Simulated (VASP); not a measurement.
Runs of VASP 6.6.1 on SnO. The structure is cubic, space group F-43m (No. 216). Conventional cell: a = 5.416 Å, b = 5.416 Å, c = 5.416 Å, α = 90.00°, β = 90.00°, γ = 90.00°. Within 3.1 Å of Sn (site symmetry -43m) lie 4 O at 2.35 Å. Within 3.1 Å of O (site symmetry -43m) lie 4 Sn at 2.35 Å. 

```csv
level,k mesh,smearing,grid for exact exchange (PRECFOCK),screening parameter,gap on the mesh (eV),pressure (GPa)
HSE06,4 × 4 × 4,fermi-dirac 0.02 eV,Normal,0.2079 1/Å,none,-0.7
r2SCAN,4 × 4 × 4,fermi-dirac 0.02 eV,-,-,none,(a)
r2SCAN,6 × 6 × 6,methfessel-paxton 0.001 eV,-,-,none,0.2
r2SCAN,6 × 6 × 6,fermi-dirac 0.02 eV,-,-,none,0.2
```

Alike in all rows: task single point; potentials or basis VASP PAW PBE potentials, release 64 (Sn_d, O); no spin polarisation; cell as given; cutoff (eV) 520.

Q: Estimate the missing entries.

A: (a) -0.6.

Caveats: some runs use coarse meshes; the PAW data sets were made with another functional, which shifts forces and pressure a little; spin-orbit coupling is left out, which moves the levels of the heavy elements.

A k mesh can miss the band edges, and the runs leave out spin-orbit coupling on Sn.

A gap of «none» marks levels without a gap at the run's occupations.
